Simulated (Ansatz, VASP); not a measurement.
## One calculation of Ni, two programs

```
Ni
1.0
     2.08137    0.00000    0.00000
     0.00000    2.08137    0.00000
     0.00000    0.00000    2.08137
Ni
1
Direct
  0.00000 0.00000 0.00000
```

Change from the starting cell: volume scaled by 0.78, LAPW.

Alike in both runs: task single point; functional LDA; k mesh 19 × 19 × 19; occupations fermi-dirac, width 0.1 eV; collinear spin.

|  | VASP | Ansatz |
| --- | --- | --- |
| version | VASP 6.6.1 | Ansatz 0.2.0 |
| potentials or method | VASP PAW LDA potentials, release 64 (Ni), cutoff 520 eV | all-electron LAPW, scalar-relativistic |

|  | VASP | Ansatz | Ansatz less VASP |
| --- | --- | --- | --- |
| pressure (GPa) | 81.8 | 83.1 | +1.36 |
| net moment per atom (μB) | 0.00 | 0.00 | 0.000 |

LDA's correlation is that of Perdew and Zunger in VASP and of Perdew and Wang (1992) in Ansatz. Both programs put the cell under a high pressure, so it lies far from rest at this level. Ansatz ran all-electron here, and VASP with PAW potentials. Ansatz's warnings: seeded moment not kept.

Noted on VASP's run: the cell as given lies far from equilibrium.
